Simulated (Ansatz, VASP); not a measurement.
**One calculation of MgI2, two programs**

```
CELL_PARAMETERS angstrom
4.00366 0.00000 0.00000
-2.00183 3.46727 0.00000
0.00000 0.00000 6.56748
ATOMIC_POSITIONS crystal
Mg 0.00000 0.00000 0.00000
I 0.33333 0.66667 0.77478
I 0.66667 0.33333 0.22522
```

Alike in both runs: task single point; functional LDA; k mesh 6 × 6 × 4; occupations gaussian, width 0.05 eV; no spin polarisation.

|  | VASP | Ansatz |
| --- | --- | --- |
| version | VASP 6.6.1 | Ansatz 0.2.0 |
| potentials or method | VASP PAW LDA potentials, release 64 (Mg, I), cutoff 520 eV | scalar-relativistic, plane waves, PAW |
| valence electrons in the cell | 16 | 44 |

|  | VASP | Ansatz | Ansatz less VASP |
| --- | --- | --- | --- |
| gap on the k mesh at the Fermi level (eV) | 3.23 | 3.26 | +0.024 |
| least direct gap on the mesh (eV) | 3.99 | 4.00 | +0.014 |
| pressure (GPa) | 5.5 | 5.6 | +0.06 |
| traceless stress, the component that is largest in VASP (GPa) | 1.04 | 1.01 | -0.031 |
| rms of the force components (eV/Å) | 0.642 | 0.642 | -0.0005 |

LDA's correlation is that of Perdew and Zunger in VASP and of Perdew and Wang (1992) in Ansatz. Atom by atom the forces differ by 0.000 eV/Å (rms over components). VASP's potentials hold 16 valence electrons a cell and Ansatz's 44, so a difference there can come from the potentials and not from the codes.

Neither program's run includes spin-orbit coupling.
